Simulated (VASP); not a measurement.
# Os (P6_3/mmc) in VASP: further runs, part 2 of 2

VASP 6.6.1. Earlier steps stand in the parts before.

### 5 Single point, PBEsol (equal xx and yy strain of +2 %)

Contents of INCAR:

```
SYSTEM = Os
ALGO     = Normal         ! electronic algorithm
EDIFF    = 1E-6           ! SCF threshold, eV
ENCUT    = 520            ! plane-wave cutoff, eV
GGA      = PS             ! functional
ISIF     = 2              ! what is computed and relaxed
ISMEAR   = -1             ! smearing method
LASPH    = .True.         ! aspherical terms in the spheres
LCHARG   = .False.        ! write CHGCAR
LREAL    = .False.        ! projectors in reciprocal space
LWAVE    = .False.        ! write WAVECAR
NBANDS   = 15             ! bands
NELM     = 100            ! most SCF steps
PREC     = Accurate       ! precision mode
SIGMA    = 0.08           ! smearing width, eV
```

Contents of KPOINTS:

```
k-points
0
Gamma
  17 17 10
  0 0 0
```

Contents of POSCAR:

```
Os
1.0
    2.7887819750      0.0000000000      0.0000000000
   -1.3943909876      2.4151560360      0.0000000000
    0.0000000000      0.0000000000      4.3197000000
Os
2
Direct
    0.3333333333      0.6666666667      0.2500000000
    0.6666666667      0.3333333333      0.7500000000
```

Potentials or basis: VASP PAW PBE potentials, release 64 (Os).

Command:

```sh
$ cat potpaw_PBE.64/Os/POTCAR > POTCAR
$ mpirun -np 1 vasp_std > vasp.out
```

OUTCAR:

```text
SYSTEM = Os
   EDIFF = 1E-6
   ENCUT = 520
   GGA = PS
   ISIF = 2
   ISMEAR = -1
   LASPH = .True.
   LREAL = .False.
   NELM = 100
   PREC = Accurate

 ion  position               nearest neighbor table
   1  0.333  0.667  0.250-   2 2.69   2 2.69   2 2.69   2 2.69   2 2.69   2 2.69
   2  0.667  0.333  0.750-   1 2.69   1 2.69   1 2.69   1 2.69   1 2.69   1 2.69

  LATTYP: Found a hexagonal cell.
 ALAT       =     2.7887819750
 C/A-ratio  =     1.5489557946

  Lattice vectors:

 A1 = (   2.7887819750,   0.0000000000,   0.0000000000)
 A2 = (  -1.3943909876,   2.4151560360,   0.0000000000)
 A3 = (   0.0000000000,   0.0000000000,   4.3197000000)

Analysis of symmetry for initial positions (statically):
=====================================================================
 Subroutine PRICEL returns:
 Original cell was already a primitive cell.

 Routine SETGRP: Setting up the symmetry group for a
 hexagonal supercell.

 Subroutine GETGRP returns: Found 24 space group operations
 (whereof 12 operations were pure point group operations)
 out of a pool of 24 trial point group operations.

The static configuration has the point symmetry D_3d.
 The point group associated with its full space group is D_6h.
[... 170 lines left out ...]
  band No.  band energies     occupation
      1      -1.9155      2.00000
      2       1.2898      2.00000
      3       5.7973      2.00000
      4       5.7973      2.00000
      5       6.2796      2.00000
      6       6.6419      2.00000
      7       6.6419      2.00000
      8       7.0659      2.00000
      9       7.0659      2.00000
     10       8.9434      0.18967
     11      10.3072      0.00000
     12      10.3072      0.00000
     13      17.5492      0.00000
     14      22.6675      0.00000
[... 401 lines left out ...]
      2       3.1481      2.00000
      3       3.7884      2.00000
      4       3.8013      2.00000
      5       5.4210      2.00000
      6       6.0120      2.00000
      7       6.8787      2.00000
      8       8.0844      1.99959
      9       8.8887      0.34373
     10       9.7723      0.00001
     11      10.9648      0.00000
     12      17.0902      0.00000
     13      17.6806      0.00000
     14      20.8957      0.00000
     15      21.4416      0.00000

 [... further k-points ...]
[... 5 lines left out ...]
  --------------------------------------------------------------------------------------
  -------------------------------------------------------------------------------------
  Total       -3.6573113     -3.6573113     -2.1073832      0.0000000     -0.0000000      0.0000000
  in kB     -201.3998636   -201.3998636   -116.0488269      0.0000000     -0.0000000      0.0000000
  external PRESSURE =    -172.9495181 kB  Pullay stress =       0.0000000 kB

 VOLUME and BASIS-vectors are now :
 -----------------------------------------------------------------------------
  energy-cutoff  :      520.00
  volume of cell :       29.09
      direct lattice vectors                 reciprocal lattice vectors
     2.788781975  0.000000000  0.000000000     0.358579483  0.207025961  0.000000000
    -1.394390988  2.415156036  0.000000000     0.000000000  0.414051923  0.000000000
     0.000000000  0.000000000  4.319700000     0.000000000  0.000000000  0.231497558

 POSITION                                       TOTAL-FORCE (eV/Angst)
 -----------------------------------------------------------------------------------
     -0.00000      1.61010      1.07993        -0.000000      0.000000      0.000000
      1.39439      0.80505      3.23977         0.000000     -0.000000      0.000000
 -----------------------------------------------------------------------------------
    total drift:                               -0.000000      0.000000     -0.000000

  FREE ENERGIE OF THE ION-ELECTRON SYSTEM (eV)
  ---------------------------------------------------
  free  energy   TOTEN  =       -24.4155761105 eV

  energy  without entropy=      -24.3873198672  energy(sigma->0) =      -24.40144799
```

Wall time 50 s (1 thread of AMD EPYC 7R43 (Zen 3), shared host); peak memory 0.17 GiB.

Results:

```
Free energy            : -24.4156 eV
Pressure               : -17.3 GPa
Band gap on the k mesh : zero (bands 8 and 9 overlap by 3.55 eV)
```

Stress tensor (GPa, compression positive):
```
-20.14   0.00   0.00
  0.00 -20.14   0.00
  0.00   0.00 -11.60
```

Levels at points of the mesh, in eV from the Fermi level:
```tsv
k point	band 5	band 6	band 7	band 8	band 9	band 10	band 11	band 12
(0.00, 0.00, 0.00)	-2.48	-2.12	-2.12	-1.70	-1.70	0.18	1.54	1.54
(0.00, 0.00, 0.50)	-3.21	-3.21	-3.21	-3.21	0.81	0.81	0.81	0.81
```

Caveat: the cell differs from its parent crystal (equal xx and yy strain of +2 %); the stress differs along the axes, from -20 to -12 GPa; the PAW data sets were made with another functional, which shifts forces and pressure a little; spin-orbit coupling is left out, which moves the levels of the heavy elements.

### 6 The runs side by side

```csv
cell,gap on the mesh (eV),pressure (GPa)
"a = 2.679, b = 2.679, c = 4.320 Å, angles 90.0, 90.0, 120.0°, 2 atoms",none,16.7
"a = 2.707, b = 2.707, c = 4.320 Å, angles 90.0, 90.0, 120.0°, 2 atoms",none,6.7
"a = 2.761, b = 2.761, c = 4.320 Å, angles 90.0, 90.0, 120.0°, 2 atoms",none,-10.3
"a = 2.789, b = 2.789, c = 4.320 Å, angles 90.0, 90.0, 120.0°, 2 atoms",none,-17.3
```

Alike in all rows: task single point; level PBEsol; potentials or basis VASP PAW PBE potentials, release 64 (Os); no spin polarisation; k mesh 17 × 17 × 10; cutoff (eV) 520; smearing fermi-dirac 0.08 eV.

Caveats: the PAW data sets were made with another functional, which shifts forces and pressure a little; spin-orbit coupling is left out, which moves the levels of the heavy elements; the stress differs along the axes, from 8 to 21 GPa (at least some runs); the stress differs along the axes, from 2 to 9 GPa (at least some runs); the cell stands under tension (at least some runs); the stress differs along the axes, from -20 to -12 GPa (at least some runs).

Total energies depend on the potentials used, so only differences within one code and one set of settings carry meaning.
